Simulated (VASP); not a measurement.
Runs of VASP 6.6.1 on CdTe. The structure is that of space group F-43m (No. 216), or close to it. The cells are those of the table. 

```csv
task,cell,k mesh,cutoff (eV),smearing,gap on the mesh (eV),pressure (GPa)
single point,"a = 4.636 Å, angles 60.0, 60.0, 90.0°, 2 atoms",10 × 10 × 10,520,fermi-dirac 0.08 eV,1.16,(b)
single point,"a = 4.612, b = 4.612, c = 4.641 Å, angles 60.2, 60.2, 90.0°, 2 atoms",6 × 6 × 6,550,gaussian 0.01 eV,1.15,0.2
single point,"a = 4.543, b = 4.543, c = 4.618 Å, angles 60.5, 60.5, 90.0°, 2 atoms",6 × 6 × 6,550,gaussian 0.01 eV,(c),(a)
single point,"a = 4.636 Å, angles 60.0, 60.0, 90.0°, 2 atoms",6 × 6 × 6,520,gaussian 0.01 eV,1.16,0.2
single point,"a = 4.682, b = 4.682, c = 4.632 Å, angles 59.6, 59.6, 90.0°, 2 atoms",6 × 6 × 6,520,gaussian 0.01 eV,1.09,-0.2
single point,"a = 4.589, b = 4.589, c = 4.645 Å, angles 60.4, 60.4, 90.0°, 2 atoms",6 × 6 × 6,550,gaussian 0.01 eV,1.15,0.4
single point,"a = 4.589, b = 4.589, c = 4.626 Å, angles 60.3, 60.3, 90.0°, 2 atoms",6 × 6 × 6,550,gaussian 0.01 eV,1.19,0.7
single point,"a = 4.682, b = 4.682, c = 4.645 Å, angles 59.7, 59.7, 90.0°, 2 atoms",6 × 6 × 6,520,gaussian 0.01 eV,1.08,-0.4
relaxation of cell and atoms,"relaxed from a = 4.533 Å, angles 60.0, 60.0, 90.0°, 2 atoms",10 × 10 × 10,600,fermi-dirac 0.08 eV,1.15,0.0
single point,"a = 4.543, b = 4.543, c = 4.654 Å, angles 60.8, 60.8, 90.0°, 2 atoms",6 × 6 × 6,550,gaussian 0.01 eV,1.14,0.7
single point,"a = 4.682, b = 4.682, c = 4.632 Å, angles 59.6, 59.6, 90.0°, 2 atoms",6 × 6 × 6,550,gaussian 0.01 eV,1.09,-0.2
```

Alike in all rows: level r2SCAN; potentials or basis VASP PAW PBE potentials, release 64 (Cd, Te); no spin polarisation.

Problem. Estimate the missing entries.

Solution. (a) 1.4; (b) 0.1; (c) 1.21.

Caveats: the PAW data sets were made with another functional, which shifts forces and pressure a little; spin-orbit coupling is left out, which moves the levels of the heavy elements.

A k mesh can miss the band edges, and the runs leave out spin-orbit coupling on Cd, Te.
